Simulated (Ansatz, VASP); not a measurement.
# One calculation of InPd, two programs

Contents of INCAR:

```
SYSTEM = InPd
PREC = Accurate
ENCUT = 520
EDIFF = 1E-6
ISMEAR = 0
SIGMA = 0.15
LREAL = .False.
LASPH = .True.
NELM = 80
ALGO = Fast
ISIF = 2
LWAVE = .False.
LCHARG = .False.
GGA = PS
NBANDS = 18
```

KPOINTS

```
regular mesh
0
Gamma
  14 14 14
  0 0 0
```

The input POSCAR:

```
InPd
1.0
    3.2088053983      0.0000000000      0.0000000000
    0.0000000000      3.2088053983      0.0000000000
    0.0000000000      0.0000000000      3.3222750686
In Pd
1 1
Direct
   -0.0099348178      0.0000000000      0.0000000000
    0.5107188114      0.5000000000      0.5000000000
```

Input for Ansatz:

```yaml
crystal:
  lattice:
    - [3.2088053983, 0.0, 0.0]
    - [0.0, 3.2088053983, 0.0]
    - [0.0, 0.0, 3.3222750686]
  atoms:
    - { symbol: In, position: [-0.0099348178, 0.0, 0.0] }
    - { symbol: Pd, position: [0.5107188114, 0.5, 0.5] }
basis:
  ecutwfc: 420
kpoints:
  mp_grid: { grid: [14, 14, 14] }
hamiltonian:
  xc: pbesol
scf:
  occupations: { method: gaussian, width: 0.15 }
output:
  forces: true
  stress: true
  eigenvalues: true
```

Change from the starting cell: mode 4 frozen in at -0.035 Å, strain +e along z and -e/2 along x and y +0.0233.

Alike in both runs: task single point; functional PBEsol; k mesh 14 × 14 × 14; occupations gaussian, width 0.15 eV; no spin polarisation.

```csv
,VASP,Ansatz
version,VASP 6.6.1,Ansatz 0.2.0
potentials or method,"VASP PAW PBE potentials, release 64 (In_d, Pd), cutoff 520 eV","scalar-relativistic, plane waves, PAW"
valence electrons in the cell,23,31
```

Ansatz gave:

* gap on the k mesh at the Fermi level (eV): none
* pressure (GPa): 0.4
* traceless stress, the component that is largest in VASP (GPa): -0.56
* rms of the force components (eV/Å): 0.159

Task: Estimate VASP's values.

Result: gap on the k mesh at the Fermi level (eV): none; pressure (GPa): 0.5; traceless stress, the component that is largest in VASP (GPa): -0.56; rms of the force components (eV/Å): 0.162.

VASP's potentials were made for PBE, not for PBEsol. Atom by atom the forces differ by 0.003 eV/Å (rms over components). A gap of «none» marks a metal or a gap that the smearing closes. VASP's potentials hold 23 valence electrons a cell and Ansatz's 31, so a difference there can come from the potentials and not from the codes.
